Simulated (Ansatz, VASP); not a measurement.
**One calculation of WC, two programs**

File INCAR:

```
SYSTEM = WC
  PREC = Accurate
  ENCUT = 600
  EDIFF = 1E-6
  ISMEAR = -1
  SIGMA = 0.1
  LREAL = .FALSE.
  LASPH = .TRUE.
  NELM = 120
  ALGO = Normal
  ISIF = 2
  LWAVE = .FALSE.
  LCHARG = .TRUE.
  LELF = .TRUE.
  LVHAR = .TRUE.
  NBANDS = 16
  GGA_COMPAT = .FALSE.
```

KPOINTS

```
Automatic mesh
0
G
  9 9 8
  0 0 0
```

File POSCAR:

```
WC
1.0
    2.9065000000      0.0000000000      0.0000000000
   -1.4532500000      2.5171030000      0.0000000000
    0.0000000000      0.0000000000      2.8366000000
W C
1 1
Direct
    0.0000000000      0.0000000000      0.0000000000
    0.6666670000      0.3333330000      0.5000000000
```

Input for Ansatz:

```yaml
crystal:
  lattice:
    - [2.9065, 0.0, 0.0]
    - [-1.45325, 2.517103, 0.0]
    - [0.0, 0.0, 2.8366]
  atoms:
    - { symbol: W, position: [0.0, 0.0, 0.0] }
    - { symbol: C, position: [0.666667, 0.333333, 0.5] }
kpoints:
  mp_grid:
    grid: [9, 9, 8]
hamiltonian:
  xc: lda
scf:
  occupations:
    method: fermi_dirac
    width: 0.1
output:
  forces: true
  stress: true
  eigenvalues: true
```

Alike in both runs: task single point; functional LDA; k mesh 9 × 9 × 8; occupations fermi-dirac, width 0.1 eV; no spin polarisation.

|  | VASP | Ansatz |
| --- | --- | --- |
| version | VASP 6.6.1 | Ansatz 0.2.0 |
| potentials or method | VASP PAW LDA potentials, release 64 (W_sv, C) | plane waves, PAW |
| plane-wave cutoff (eV) | 600 | 420 |
| valence electrons in the cell | 18 | 18 |

Ansatz gave:

- gap on the k mesh at the Fermi level (eV): none
- pressure (GPa): -9.8
- traceless stress, the component that is largest in VASP (GPa): -1.88

What did VASP give for the same quantities?

gap on the k mesh at the Fermi level (eV): none; pressure (GPa): -7.4; traceless stress, the component that is largest in VASP (GPa): -1.60.

LDA's correlation is that of Perdew and Zunger in VASP and of Perdew and Wang (1992) in Ansatz. A gap of «none» marks a metal or a gap that the smearing closes. Ansatz's warnings: structure snapped to symmetry.

Neither program's run includes spin-orbit coupling.
